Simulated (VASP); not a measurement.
# KI (Pm-3m) in VASP: further runs

The runs below take KI through single point, with PBE, r2SCAN.

All numbers are computed with VASP 6.6.1; they aren't measurements. Logs are shortened: lines on timing, memory, paths and dates and some standing lists are left out, and cuts for length are marked.

## (1) The cell of the first run

Symmetry: Pm-3m, No. 221, cubic system. Conventional cell: a = 4.291 Å, b = 4.291 Å, c = 4.291 Å, α = 90.00°, β = 90.00°, γ = 90.00°. K (site symmetry m-3m) has 8 I at 3.72 Å and 6 K at 4.29 Å within 4.9 Å. I (site symmetry m-3m) has 8 K at 3.72 Å and 6 I at 4.29 Å within 4.9 Å.

## (2) Single point, PBE

INCAR reads:

```
SYSTEM = KI
PREC     = Accurate       ! precision mode
ENCUT    = 520            ! plane-wave cutoff, eV
EDIFF    = 1E-6           ! SCF threshold, eV
ISMEAR   = 0              ! smearing method
SIGMA    = 0.01           ! smearing width, eV
LREAL    = .FALSE.        ! projectors in reciprocal space
LASPH    = .TRUE.         ! aspherical terms in the spheres
NELM     = 60             ! most SCF steps
ALGO     = Normal         ! electronic algorithm
ISIF     = 2              ! what is computed and relaxed
LWAVE    = .FALSE.        ! write WAVECAR
LCHARG   = .FALSE.        ! write CHGCAR
GGA      = PE             ! functional
NBANDS   = 15             ! bands
```

KPOINTS reads:

```
regular mesh
0
G
  4 4 4
  0 0 0
```

POSCAR reads:

```
KI
1.0
    4.2909401558      0.0000000000      0.0000000000
    0.0000000000      4.2909401558      0.0000000000
    0.0000000000      0.0000000000      4.2909401558
K I
1 1
Direct
    0.0000000000      0.0000000000      0.0000000000
    0.5000000000      0.5000000000      0.5000000000
```

Potentials or basis: VASP PAW PBE potentials, release 64 (K_sv, I).

Started as:

```console
> cat potpaw_PBE.64/K_sv/POTCAR potpaw_PBE.64/I/POTCAR > POTCAR
> mpirun -np 1 vasp_std > vasp.out
```

OUTCAR:

```text
SYSTEM = KI
   PREC = Accurate
   ENCUT = 520
   EDIFF = 1E-6
   ISMEAR = 0
   LREAL = .FALSE.
   LASPH = .TRUE.
   NELM = 60
   ISIF = 2
   GGA = PE

 ion  position               nearest neighbor table
   1  0.000  0.000  0.000-
   2  0.500  0.500  0.500-

  LATTYP: Found a simple cubic cell.
 ALAT       =     4.2909401558

  Lattice vectors:

 A1 = (   4.2909401558,   0.0000000000,   0.0000000000)
 A2 = (   0.0000000000,   4.2909401558,   0.0000000000)
 A3 = (   0.0000000000,   0.0000000000,   4.2909401558)

Analysis of symmetry for initial positions (statically):
=====================================================================
 Subroutine PRICEL returns:
 Original cell was already a primitive cell.

 Routine SETGRP: Setting up the symmetry group for a
 simple cubic supercell.

 Subroutine GETGRP returns: Found 48 space group operations
 (whereof 48 operations were pure point group operations)
 out of a pool of 48 trial point group operations.

The static configuration has the point symmetry O_h .

Analysis of symmetry for dynamics (positions and initial velocities):
=====================================================================
 Subroutine PRICEL returns:
 Original cell was already a primitive cell.

 Routine SETGRP: Setting up the symmetry group for a
 simple cubic supercell.

 Subroutine GETGRP returns: Found 48 space group operations
 (whereof 48 operations were pure point group operations)
 out of a pool of 48 trial point group operations.

The dynamic configuration has the point symmetry O_h .

 Subroutine INISYM returns: Found 48 space group operations
 (whereof 48 operations are pure point group operations),
 and found     1 'primitive' translations

----------------------------------------------------------------------------------------

                                     Primitive cell

  volume of cell :      79.0055

  direct lattice vectors                    reciprocal lattice vectors
     4.290940156  0.000000000  0.000000000     0.233049160  0.000000000  0.000000000
     0.000000000  4.290940156  0.000000000     0.000000000  0.233049160  0.000000000
     0.000000000  0.000000000  4.290940156     0.000000000  0.000000000  0.233049160

  length of vectors
     4.290940156  4.290940156  4.290940156     0.233049160  0.233049160  0.233049160

  position of ions in fractional coordinates (direct lattice)
     0.000000000  0.000000000  0.000000000
     0.500000000  0.500000000  0.500000000

  ion indices of the primitive-cell ions
   primitive index   ion index
                 1           1
                 2           2

----------------------------------------------------------------------------------------

 KPOINTS: regular mesh

Automatic generation of k-mesh.
 Grid dimensions read from file:
 generate k-points for:    4    4    4

 Generating k-lattice:

  Cartesian coordinates                     Fractional coordinates (reciprocal lattice)
     0.058262290  0.000000000  0.000000000     0.250000000  0.000000000  0.000000000
     0.000000000  0.058262290  0.000000000     0.000000000  0.250000000  0.000000000
     0.000000000  0.000000000  0.058262290     0.000000000  0.000000000  0.250000000

  Length of vectors
     0.058262290  0.058262290  0.058262290

  Shift w.r.t. Gamma in fractional coordinates (k-lattice)
     0.000000000  0.000000000  0.000000000

 Subroutine IBZKPT returns following result:
 ===========================================

 Found     10 irreducible k-points:

 Following reciprocal coordinates:
            Coordinates               Weight
  0.000000  0.000000  0.000000      1.000000
  0.250000  0.000000  0.000000      6.000000
  0.500000  0.000000  0.000000      3.000000
  0.250000  0.250000  0.000000     12.000000
  0.500000  0.250000  0.000000     12.000000
  0.500000  0.500000  0.000000      3.000000
  0.250000  0.250000  0.250000      8.000000
  0.500000  0.250000  0.250000     12.000000
  0.500000  0.500000  0.250000      6.000000
  0.500000  0.500000  0.500000      1.000000
   k-points           NKPTS =     10   k-points in BZ     NKDIM =     10   number of bands    NBANDS=     15
   number of dos      NEDOS =    301   number of ions     NIONS =      2
   total plane-waves  NPLWV =  32768
   dimension x,y,z NGX =    32 NGY =   32 NGZ =   32
   dimension x,y,z NGXF=    64 NGYF=   64 NGZF=   64
   ions per type =               1   1
   NGX,Y,Z   is equivalent  to a cutoff of  12.40, 12.40, 12.40 a.u.
   NGXF,Y,Z  is equivalent  to a cutoff of  24.80, 24.80, 24.80 a.u.
 SYSTEM =  KI
   PREC   = accura    normal or accurate (medium, high low for compatibility)
   ISTART =      0    job   : 0-new  1-cont  2-samecut
   ICHARG =      2    charge: 1-file 2-atom 10-const
   ISPIN  =      1    spin polarized calculation?
   LNONCOLLINEAR =      F non collinear calculations
   LSORBIT =      F    spin-orbit coupling
   LASPH  =      T    aspherical Exc in radial PAW
   ENCUT  =  520.0 eV  38.22 Ry    6.18 a.u.   7.98  7.98  7.98*2*pi/ulx,y,z
   NELM   =     60;   NELMIN=  2; NELMDL= -5     # of ELM steps
   EDIFF  = 0.1E-05   stopping-criterion for ELM
   LREAL  =      F    real-space projection
   EDIFFG = 0.1E-04   stopping-criterion for IOM
   NSW    =      0    number of steps for IOM
   IBRION =     -1    ionic relax: 0-MD 1-quasi-New 2-CG
   NFREE  =      0    steps in history (QN), initial steepest desc. (CG)
   ISIF   =      2    stress and relaxation
   ISYM   =      2    0-nonsym 1-usesym 2-fastsym
   POTIM  = 0.5000    time-step for ionic-motion
   TEBEG  =    0.0;   TEEND  =   0.0 temperature during run
   PSTRESS=    0.0 pullay stress
   NELECT =      16.0000    total number of electrons
   NUPDOWN=      -1.0000    fix difference up-down
   EMIN   =  10.00;   EMAX   =-10.00  energy-range for DOS
   EFERMI =   0.00;   METHOD = LEGACY
   ISMEAR =     0;   SIGMA  =   0.01  broadening in eV -4-tet -1-fermi 0-gaus
   EFERMI_NEDOS =   21; number of points for ismear=-14 and -15
   IALGO  =     38    algorithm
   IMIX   =      4    mixing-type and parameters
     AMIX     =   0.40;   BMIX     =  1.00
     AMIX_MAG =   1.60;   BMIX_MAG =  1.00
  volume/ion in A,a.u.               =      39.50       266.58
  Fermi-wavevector in a.u.,A,eV,Ry     =   0.961381  1.816747 12.575241  0.924254
  Thomas-Fermi vector in A             =   2.090748
   LORBIT       =      0    0 simple, 1 ext, 2 COOP (PROOUT), +10 PAW based schemes
   GGA     = PE    functional components
   LHFCALC =     F    Hartree Fock is set to
   AEXX    =    0.0000 exact exchange contribution
   IVDW    =     0    specifies the selected vdW correction
   LEPSILON=     F    determine dielectric tensor
   LRPA    =     F    only Hartree local field effects (RPA)
 non-spin polarized calculation
 Gauss-broadening in eV      SIGMA  =   0.01
  energy-cutoff  :      520.00
  volume of cell :       79.01
 maximum number of plane-waves:      2176
 NGX is ok and might be reduce to    32
   NGX = 15   NGY = 15   NGZ = 15

 number of electron      16.0000003 magnetization

 Free energy of the ion-electron system (eV)
  ---------------------------------------------------
  ext. energy  EPLUGINS =         0.00000000
  ---------------------------------------------------
  free energy    TOTEN  =        -5.41235006 eV

  energy without entropy =       -5.41235006  energy(sigma->0) =       -5.41235006

 E-fermi :   0.9729     XC(G=0):  -7.7076

 val. band max:        0.8898578487   @ k =   0.5000   0.5000   0.0000
 cond. band min:       4.2162660434   @ k =   0.0000   0.0000   0.0000
 fundamental gap:      3.3264081947
 Fermi energy:         0.9728500232

 k-point     1 :       0.0000    0.0000    0.0000
  band No.  band energies     occupation
      1     -28.4989      2.00000
      2     -11.9519      2.00000
      3     -11.9519      2.00000
      4     -11.9519      2.00000
      5     -10.2686      2.00000
      6       0.5284      2.00000
      7       0.5284      2.00000
      8       0.5284      2.00000
      9       4.2163      0.00000
     10       5.6495      0.00000
     11       5.6495      0.00000
     12       9.2697      0.00000
     13       9.2697      0.00000
     14       9.2697      0.00000
     15      11.3584      0.00000

 k-point     2 :       0.2500    0.0000    0.0000
  band No.  band energies     occupation
      1     -28.4966      2.00000
      2     -12.0370      2.00000
      3     -11.9462      2.00000
      4     -11.9462      2.00000
      5     -10.1173      2.00000
      6      -0.6115      2.00000
      7       0.5654      2.00000
      8       0.5654      2.00000
      9       5.2578      0.00000
     10       6.0915      0.00000
     11       6.9866      0.00000
     12       9.1406      0.00000
     13       9.1406      0.00000
     14       9.5024      0.00000
     15       9.6589      0.00000

 k-point     3 :       0.5000    0.0000    0.0000
  band No.  band energies     occupation
      1     -28.4942      2.00000
      2     -12.1141      2.00000
      3     -11.9404      2.00000
      4     -11.9404      2.00000
      5      -9.9665      2.00000
      6      -1.4014      2.00000
      7       0.6027      2.00000
      8       0.6027      2.00000
      9       6.3707      0.00000
     10       7.0641      0.00000
     11       7.9354      0.00000
     12       7.9384      0.00000
     13       9.5521      0.00000
     14       9.5912      0.00000
     15       9.5912      0.00000
[... 91 lines left out ...]
 k-point     9 :       0.5000    0.5000    0.2500
  band No.  band energies     occupation
      1     -28.4876      2.00000
      2     -12.0256      2.00000
      3     -12.0256      2.00000
      4     -11.9744      2.00000
      5      -9.8365      2.00000
      6      -0.7958      2.00000
      7      -0.7958      2.00000
      8      -0.0590      2.00000
      9       5.4834      0.00000
     10       7.0006      0.00000
     11       7.0006      0.00000
     12       8.2853      0.00000
     13       9.9165      0.00000
     14       9.9165      0.00000
     15      10.4277      0.00000

 k-point    10 :       0.5000    0.5000    0.5000
  band No.  band energies     occupation
      1     -28.4855      2.00000
      2     -12.0163      2.00000
      3     -12.0163      2.00000
      4     -12.0163      2.00000
      5      -9.7479      2.00000
      6      -0.7682      2.00000
      7      -0.7682      2.00000
      8      -0.7682      2.00000
      9       6.5166      0.00000
     10       6.5166      0.00000
     11       6.5166      0.00000
     12       9.7251      0.00000
     13       9.7251      0.00000
     14       9.7251      0.00000
     15      10.0330      0.00000

------------------------ aborting loop because EDIFF is reached ----------------------------------------

  FORCE on cell =-STRESS in cart. coord.  units (eV):
  Direction    XX          YY          ZZ          XY          YZ          ZX
  --------------------------------------------------------------------------------------
  -------------------------------------------------------------------------------------
  Total        0.2833346      0.2833346      0.2833346     -0.0000000     -0.0000000      0.0000000
  in kB        5.7458316      5.7458316      5.7458316     -0.0000000     -0.0000000      0.0000000
  external PRESSURE =       5.7458316 kB  Pullay stress =       0.0000000 kB

 VOLUME and BASIS-vectors are now :
 -----------------------------------------------------------------------------
  energy-cutoff  :      520.00
  volume of cell :       79.01
      direct lattice vectors                 reciprocal lattice vectors
     4.290940156  0.000000000  0.000000000     0.233049160  0.000000000  0.000000000
     0.000000000  4.290940156  0.000000000     0.000000000  0.233049160  0.000000000
     0.000000000  0.000000000  4.290940156     0.000000000  0.000000000  0.233049160

 POSITION                                       TOTAL-FORCE (eV/Angst)
 -----------------------------------------------------------------------------------
      0.00000      0.00000      0.00000         0.000000      0.000000      0.000000
      2.14547      2.14547      2.14547         0.000000      0.000000      0.000000
 -----------------------------------------------------------------------------------
    total drift:                                0.000000      0.000000     -0.000000

  FREE ENERGIE OF THE ION-ELECTRON SYSTEM (eV)
  ---------------------------------------------------
  free  energy   TOTEN  =        -5.4123500643 eV

  energy  without entropy=       -5.4123500643  energy(sigma->0) =       -5.41235006
```

Wall time 17 s (1 thread of Intel Xeon 8259CL, shared host); peak memory 0.18 GiB.

What came out:

```
Free energy            : -5.4124 eV
Pressure               : 0.6 GPa
Band gap on the k mesh : 3.33 eV (least direct gap 3.69 eV)
```

Caveat: spin-orbit coupling is left out, which moves the levels of the heavy elements. A k mesh can miss the band edges.

[end of part 1 of 2]
